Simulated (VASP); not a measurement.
# WSe2 (P6_3/mmc) in VASP: phonons with r2SCAN

Aim: the phonons of WSe2 with r2SCAN.

All numbers are computed with VASP 6.6.1; they aren't measurements. Logs are shortened: lines on timing, memory, paths and dates and some standing lists are left out, and cuts for length are marked.

## (1) The cell of the first run

It takes space group P6_3/mmc (No. 194, hexagonal). Conventional cell: a = 3.315 Å, b = 3.315 Å, c = 13.713 Å, α = 90.00°, β = 90.00°, γ = 120.00°. Within 3.4 Å of W (site symmetry -6m2) lie 6 Se at 2.53 Å and 6 W at 3.32 Å. Within 3.4 Å of Se (site symmetry 3m) lie 3 W at 2.53 Å and 7 Se at 3.32 Å.

## (2) Phonons, r2SCAN

Input file INCAR:

```
SYSTEM = WSe2
  PREC = Accurate
  ENCUT = 520
  EDIFF = 1E-8
  ISMEAR = 0
  SIGMA = 0.01
  LREAL = .FALSE.
  LASPH = .TRUE.
  NELM = 60
  ALGO = Normal
  ISIF = 2
  LWAVE = .FALSE.
  LCHARG = .FALSE.
  METAGGA = R2SCAN
  LMIXTAU = .TRUE.
  NBANDS = 35
  IBRION = 6
  NFREE = 2
  POTIM = 0.015
  NSW = 1
  KPAR = 4
```

Input file KPOINTS:

```
Automatic mesh
0
G
  6 6 2
  0 0 0
```

Input file POSCAR:

```
WSe2
1.0
    3.3152516012      0.0000000000      0.0000000000
   -1.6576258006      2.8710921066      0.0000000000
    0.0000000000      0.0000000000     13.7126056871
W Se
2 4
Direct
    0.3333333333      0.6666666667      0.2500000000
    0.6666666667      0.3333333333      0.7500000000
    0.3333333333      0.6666666667      0.6288332935
    0.6666666667      0.3333333333      0.1288332935
    0.3333333333      0.6666666667      0.8711667065
    0.6666666667      0.3333333333      0.3711667065
```

Potentials or basis: VASP PAW PBE potentials, release 64 (W_sv, Se).

Started as:

```console
$ cat potpaw_PBE.64/W_sv/POTCAR potpaw_PBE.64/Se/POTCAR > POTCAR
$ mpirun -np 4 vasp_std > vasp.out
```

OUTCAR:

```text
SYSTEM = WSe2
   PREC = Accurate
   ENCUT = 520
   EDIFF = 1E-8
   ISMEAR = 0
   LREAL = .FALSE.
   LASPH = .TRUE.
   NELM = 60
   ISIF = 2
   METAGGA = R2SCAN
   IBRION = 6
   NFREE = 2
   POTIM = 0.015
   NSW = 1

 ion  position               nearest neighbor table
   1  0.333  0.667  0.250-   4 2.53   6 2.53   4 2.53   6 2.53   4 2.53   6 2.53
   2  0.667  0.333  0.750-   3 2.53   5 2.53   3 2.53   5 2.53   3 2.53   5 2.53
   3  0.333  0.667  0.629-   2 2.53   2 2.53   2 2.53
   4  0.667  0.333  0.129-   1 2.53   1 2.53   1 2.53
   5  0.333  0.667  0.871-   2 2.53   2 2.53   2 2.53
   6  0.667  0.333  0.371-   1 2.53   1 2.53   1 2.53

  LATTYP: Found a hexagonal cell.
 ALAT       =     3.3152516012
 C/A-ratio  =     4.1362187057

  Lattice vectors:

 A1 = (   3.3152516012,   0.0000000000,   0.0000000000)
 A2 = (  -1.6576258006,   2.8710921066,   0.0000000000)
 A3 = (   0.0000000000,   0.0000000000,  13.7126056871)

Analysis of symmetry for initial positions (statically):
=====================================================================
 Subroutine PRICEL returns:
 Original cell was already a primitive cell.

 Routine SETGRP: Setting up the symmetry group for a
 hexagonal supercell.

 Subroutine GETGRP returns: Found 24 space group operations
 (whereof 12 operations were pure point group operations)
 out of a pool of 24 trial point group operations.

The static configuration has the point symmetry D_3d.
 The point group associated with its full space group is D_6h.

Analysis of symmetry for dynamics (positions and initial velocities):
=====================================================================
 Subroutine PRICEL returns:
 Original cell was already a primitive cell.

 Routine SETGRP: Setting up the symmetry group for a
 hexagonal supercell.

 Subroutine GETGRP returns: Found 24 space group operations
 (whereof 12 operations were pure point group operations)
 out of a pool of 24 trial point group operations.

The dynamic configuration has the point symmetry D_3d.
 The point group associated with its full space group is D_6h.

 Subroutine INISYM returns: Found 24 space group operations
 (whereof 12 operations are pure point group operations),
 and found     1 'primitive' translations

----------------------------------------------------------------------------------------

                                     Primitive cell

  volume of cell :     130.5220

  direct lattice vectors                    reciprocal lattice vectors
     3.315251601  0.000000000  0.000000000     0.301636232  0.174149760  0.000000000
    -1.657625801  2.871092107  0.000000000     0.000000000  0.348299519  0.000000000
     0.000000000  0.000000000 13.712605687     0.000000000  0.000000000  0.072925600

  length of vectors
     3.315251601  3.315251601 13.712605687     0.348299519  0.348299519  0.072925600

  position of ions in fractional coordinates (direct lattice)
     0.333333333  0.666666667  0.250000000
     0.666666667  0.333333333  0.750000000
     0.333333333  0.666666667  0.628833294
     0.666666667  0.333333333  0.128833294
     0.333333333  0.666666667  0.871166706
     0.666666667  0.333333333  0.371166706

  ion indices of the primitive-cell ions
   primitive index   ion index
                 1           1
                 2           2
                 3           3
                 4           4
                 5           5
                 6           6

----------------------------------------------------------------------------------------

 KPOINTS: Automatic mesh

Automatic generation of k-mesh.
 Grid dimensions read from file:
 generate k-points for:    6    6    2

[... 42 lines left out ...]
 SYSTEM =  WSe2
   PREC   = accura    normal or accurate (medium, high low for compatibility)
   ISTART =      0    job   : 0-new  1-cont  2-samecut
   ICHARG =      2    charge: 1-file 2-atom 10-const
   ISPIN  =      1    spin polarized calculation?
   LNONCOLLINEAR =      F non collinear calculations
   LSORBIT =      F    spin-orbit coupling
   LASPH  =      T    aspherical Exc in radial PAW
   ENCUT  =  520.0 eV  38.22 Ry    6.18 a.u.   6.16  6.16 25.50*2*pi/ulx,y,z
   NELM   =     60;   NELMIN=  2; NELMDL= -5     # of ELM steps
   EDIFF  = 0.1E-07   stopping-criterion for ELM
   LREAL  =      F    real-space projection
   EDIFFG = 0.1E-06   stopping-criterion for IOM
   NSW    =    109    number of steps for IOM
   IBRION =      6    ionic relax: 0-MD 1-quasi-New 2-CG
   NFREE  =      2    steps in history (QN), initial steepest desc. (CG)
   ISIF   =      2    stress and relaxation
   ISYM   =      2    0-nonsym 1-usesym 2-fastsym
   POTIM  = 0.0150    time-step for ionic-motion
   TEBEG  =    0.0;   TEEND  =   0.0 temperature during run
   PSTRESS=    0.0 pullay stress
   NELECT =      52.0000    total number of electrons
   NUPDOWN=      -1.0000    fix difference up-down
   EMIN   =  10.00;   EMAX   =-10.00  energy-range for DOS
   EFERMI =   0.00;   METHOD = LEGACY
   ISMEAR =     0;   SIGMA  =   0.01  broadening in eV -4-tet -1-fermi 0-gaus
   EFERMI_NEDOS =   21; number of points for ismear=-14 and -15
   IALGO  =     38    algorithm
   IMIX   =      4    mixing-type and parameters
     AMIX     =   0.40;   BMIX     =  1.00
     AMIX_MAG =   1.60;   BMIX_MAG =  1.00
  volume/ion in A,a.u.               =      21.75       146.80
  Fermi-wavevector in a.u.,A,eV,Ry     =   1.204614  2.276391 19.743360  1.451096
  Thomas-Fermi vector in A             =   2.340334
   LORBIT       =      0    0 simple, 1 ext, 2 COOP (PROOUT), +10 PAW based schemes
   METAGGA = R2SCAN    functional components
   LHFCALC =     F    Hartree Fock is set to
   AEXX    =    0.0000 exact exchange contribution
   IVDW    =     0    specifies the selected vdW correction
   LEPSILON=     F    determine dielectric tensor
   LRPA    =     F    only Hartree local field effects (RPA)
 finite differences with symmetry
 non-spin polarized calculation
 Gauss-broadening in eV      SIGMA  =   0.01
  energy-cutoff  :      520.00
  volume of cell :      130.52
 maximum number of plane-waves:      3536
 NGX is ok and might be reduce to    28
   NGX = 13   NGY = 13   NGZ = 51

--------------------------------------- Ionic step        1  -------------------------------------------

 number of electron      51.9999998 magnetization

 Free energy of the ion-electron system (eV)
  ---------------------------------------------------
  ext. energy  EPLUGINS =         0.00000000
  ---------------------------------------------------
  free energy    TOTEN  =      -163.58936063 eV

  energy without entropy =     -163.58936063  energy(sigma->0) =     -163.58936063

------------------------ aborting loop because EDIFF is reached ----------------------------------------

  FORCE on cell =-STRESS in cart. coord.  units (eV):
  Direction    XX          YY          ZZ          XY          YZ          ZX
  --------------------------------------------------------------------------------------
  -------------------------------------------------------------------------------------
  Total        0.2363288      0.2363288      0.3103187      0.0000000      0.0000000      0.0000000
  in kB        2.9009725      2.9009725      3.8092102      0.0000000      0.0000000      0.0000000
  external PRESSURE =       3.2037184 kB  Pullay stress =       0.0000000 kB
[... 307 lines left out ...]
--------------------------------------- Ionic step        9  -------------------------------------------

 number of electron      51.9999998 magnetization

 Free energy of the ion-electron system (eV)
  ---------------------------------------------------
  ext. energy  EPLUGINS =         0.00000000
  ---------------------------------------------------
  free energy    TOTEN  =      -163.58823733 eV

  energy without entropy =     -163.58823733  energy(sigma->0) =     -163.58823733

 E-fermi :   5.3398     XC(G=0): -10.9088

 val. band max:        5.2015519658   @ k =   0.0000   0.0000   0.0000
 cond. band min:       6.5395484818   @ k =   0.1667   0.1667   0.0000
 fundamental gap:      1.3379965159
 Fermi energy:         5.3397928501

 k-point     1 :       0.0000    0.0000    0.0000
  band No.  band energies     occupation
      1     -71.0194      2.00000
      2     -71.0193      2.00000
      3     -34.6002      2.00000
      4     -34.5972      2.00000
      5     -34.4941      2.00000
      6     -34.4941      2.00000
[... 554 lines left out ...]
  FREE ENERGIE OF THE ION-ELECTRON SYSTEM (eV)
  ---------------------------------------------------
  free  energy   TOTEN  =      -163.5882373255 eV

  energy  without entropy=     -163.5882373255  energy(sigma->0) =     -163.58823733

 INTERNAL STRAIN TENSORS FROM DISPLACED ATOMS
 ============================================

 INTERNAL STRAIN TENSOR FOR ION    1 for displacements in x,y,z  (eV/Angst):
          X           Y           Z          XY          YZ          ZX
  --------------------------------------------------------------------------------
  x     0.00000     0.00000     0.00000    -6.71701     0.00000     0.00000
  y    -6.71701     6.71701    -0.00000     0.00000     0.00000     0.00000
  z     0.00000    -0.00000     0.00000     0.00000     0.00000    -0.00000

 INTERNAL STRAIN TENSOR FOR ION    6 for displacements in x,y,z  (eV/Angst):
          X           Y           Z          XY          YZ          ZX
  --------------------------------------------------------------------------------
  x     0.00000     0.00000    -0.00000     3.40488     0.00000   -14.32939
  y     3.40488    -3.40488     0.00000     0.00000   -14.32936     0.00000
  z   -10.75197   -10.75197   -29.88667     0.00000     0.00000     0.00000

 Eigenvectors and eigenvalues of the dynamical matrix
 ----------------------------------------------------

   1 f  =    9.230115 THz    57.994520 2PiTHz  307.883481 cm-1    38.172669 meV
             X         Y         Z           dx          dy          dz
     -0.000000  1.914061  3.428151    -0.000000   -0.000000   -0.479066
      1.657626  0.957031 10.284454     0.000000   -0.000000    0.479066
     -0.000000  1.914061  8.622943    -0.000000    0.000000   -0.367761
      1.657626  0.957031  1.766640     0.000000    0.000000    0.367761
     -0.000000  1.914061 11.945966     0.000000    0.000000   -0.367761
      1.657626  0.957031  5.089663     0.000000    0.000000    0.367761
[... 145 lines left out ...]
  18 f/i=    0.000336 THz     0.002108 2PiTHz    0.011191 cm-1     0.001388 meV
             X         Y         Z           dx          dy          dz
     -0.000000  1.914061  3.428151    -0.317843   -0.409781    0.000000
      1.657626  0.957031 10.284454    -0.317843   -0.409781    0.000000
     -0.000000  1.914061  8.622943    -0.208317   -0.268574    0.000000
      1.657626  0.957031  1.766640    -0.208317   -0.268574    0.000000
     -0.000000  1.914061 11.945966    -0.208317   -0.268574    0.000000
      1.657626  0.957031  5.089663    -0.208317   -0.268574    0.000000

 ELASTIC MODULI CONTR FROM IONIC RELAXATION (kBar)
 Direction    XX          YY          ZZ          XY          YZ          ZX
 --------------------------------------------------------------------------------
 XX        -365.9104   -246.3912   -850.9908     -0.0000      0.0000      0.0000
 YY        -246.3912   -365.9104   -850.9908      0.0000     -0.0000     -0.0000
 ZZ        -850.9908   -850.9908  -2365.4533      0.0000      0.0000     -0.0000
 XY          -0.0000      0.0000      0.0000    -59.7596      0.0000      0.0000
 YZ           0.0000     -0.0000      0.0000      0.0000  -1141.3165      0.0000
 ZX           0.0000     -0.0000     -0.0000      0.0000      0.0000  -1141.3201
 --------------------------------------------------------------------------------
```

Run time: 14 min. Hardware: 4 MPI ranks of Intel Xeon Platinum 8559C (Emerald Rapids), shared host; peak memory 0.47 GiB.

What came out:

```yaml
Highest_phonon_frequency_at_Γ_LO-TO_splitting_left_out: 308 cm⁻¹
```

Phonon frequencies in cm⁻¹ (negative: imaginary):
| q point | frequencies |
| --- | --- |
| (0.000, 0.000, 0.000) | 0 0 0 15 15 23 174 174 174 174 246 246 246 246 251 253 307 308 |

Caveat: the k points lie up to 0.36 Å⁻¹ apart; the PAW data sets were made with another functional, which shifts forces and pressure a little; spin-orbit coupling is left out, which moves the levels of the heavy elements.
